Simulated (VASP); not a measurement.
Write the native input for VASP 6.6.1 that does the following.

```
Task                   : single point
Functional             : PBEsol
Potentials or basis    : VASP PAW PBE potentials, release 64 (Zn)
Cutoff                 : 520 eV
k mesh                 : 18 × 18 × 8
Occupations            : fermi-dirac, width 0.03 eV
Spin                   : no spin polarisation
Dipole correction      : no
Further INCAR settings : ALGO = Normal; EDIFF = 1e-06; NBANDS = 19
```

The structure of Zn lies in POSCAR:

```
Zn
1.0
    2.6469129636      0.0000000000      0.0000000000
   -1.3234564818      2.2922938681      0.0000000000
    0.0000000000      0.0000000000      4.9134996708
Zn
2
Direct
    0.3333333333      0.6666666667      0.2500000000
    0.6666666667      0.3333333333      0.7500000000
```

These files were run (other wordings do the same):

INCAR

```
  ALGO = Normal
  EDIFF = 1E-6
  ENCUT = 520
  GGA = PS
  ISIF = 2
  ISMEAR = -1
  LASPH = True
  LCHARG = False
  LREAL = False
  LWAVE = False
  NBANDS = 19
  NELM = 100
  PREC = Accurate
  SIGMA = 0.03
```

KPOINTS

```
k-points
0
Gamma
  18 18 8
```

Potentials or basis: VASP PAW PBE potentials, release 64 (Zn).

Run with:

```console
$ cat potpaw_PBE.64/Zn/POTCAR > POTCAR
$ mpirun -np 1 vasp_std > vasp.out
```

Results of the run:

```yaml
Pressure: -3.7 GPa
Band_gap_on_the_k_mesh: zero (bands 12 and 13 overlap by 4.64 eV)
```

Caveat: the cell stands under tension; the PAW data sets were made with another functional, which shifts forces and pressure a little.

Run time: 28 s on 1 thread of Intel(R) Xeon(R) 6975P-C (Granite Rapids) (shared host), peak memory 0.2 GiB.
